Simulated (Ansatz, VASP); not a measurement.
**Cr in VASP and in Ansatz**

INCAR

```
SYSTEM = Cr
PREC = Accurate
ENCUT = 500
EDIFF = 1E-6
ISMEAR = 0
SIGMA = 0.082
LREAL = .False.
LASPH = .True.
NELM = 200
ALGO = Normal
ISIF = 2
LWAVE = .False.
LCHARG = .True.
ISPIN = 2
MAGMOM = -3 3
LORBIT = 11
LMAXMIX = 4
GGA = PE
LELF = .True.
LVHAR = .True.
NBANDS = 23
GGA_COMPAT = .False.
```

File KPOINTS:

```
regular mesh
0
Gamma
  2 2 2
  0 0 0
```

POSCAR

```
Cr
1.0
    2.9688993551      0.0000000000      0.0000000000
    0.0000000000      2.9688993551      0.0000000000
    0.0000000000      0.0000000000      2.9688993551
Cr
2
Direct
    0.0000000000      0.0000000000      0.0000000000
    0.5000000000      0.5000000000      0.5000000000
```

Input for Ansatz:

```yaml
crystal:
  lattice:
    - [2.9688993551, 0.0, 0.0]
    - [0.0, 2.9688993551, 0.0]
    - [0.0, 0.0, 2.9688993551]
  atoms:
    - { symbol: Cr, position: [0.0, 0.0, 0.0], spin: -3.0 }
    - { symbol: Cr, position: [0.5, 0.5, 0.5], spin: 3.0 }
basis: {}
kpoints:
  mp_grid: { grid: [2, 2, 2] }
hamiltonian:
  xc: pbe
  pseudopotentials: { kind: nc }
scf:
  occupations: { method: gaussian, width: 0.082 }
  lower_state_search: "off"
  mixing: { globalisation: backtrack }
  initial_density: { chi_scale: 0, normalization: atom }
  max_iter: 64
output:
  forces: true
  stress: true
  eigenvalues: true
  populations: true
magnetization:
  spin_polarized: true
```

Alike in both runs: task single point; functional PBE; k mesh 2 × 2 × 2; occupations gaussian, width 0.082 eV; collinear spin.

```csv
,VASP,Ansatz
version,VASP 6.6.1,Ansatz 0.2.0
potentials or method,"VASP PAW PBE potentials, release 64 (Cr_pv)","scalar-relativistic, plane waves, norm-conserving potentials"
plane-wave cutoff (eV),500,1279
valence electrons in the cell,24,28
```

```tsv
	VASP	Ansatz	Ansatz less VASP
gap on the k mesh at the Fermi level (eV)	none	none	-
pressure (GPa)	-8.3	-5.8	+2.55
net moment per atom (μB)	0.00	0.00	0.000
size of the moment on the site where the two differ most (μB)	1.50	1.54	+0.039
```

Site moments also hang on the region over which each program counts them. A gap of «none» marks a metal or a gap that the smearing closes. The functional is the same, so the differences come from potentials, cutoffs and numerics. VASP's potentials hold 24 valence electrons a cell and Ansatz's 28, so a difference there can come from the potentials and not from the codes. Ansatz's warnings: stability check not made.

The k mesh is coarse, so the values compare programs but aren't converged.
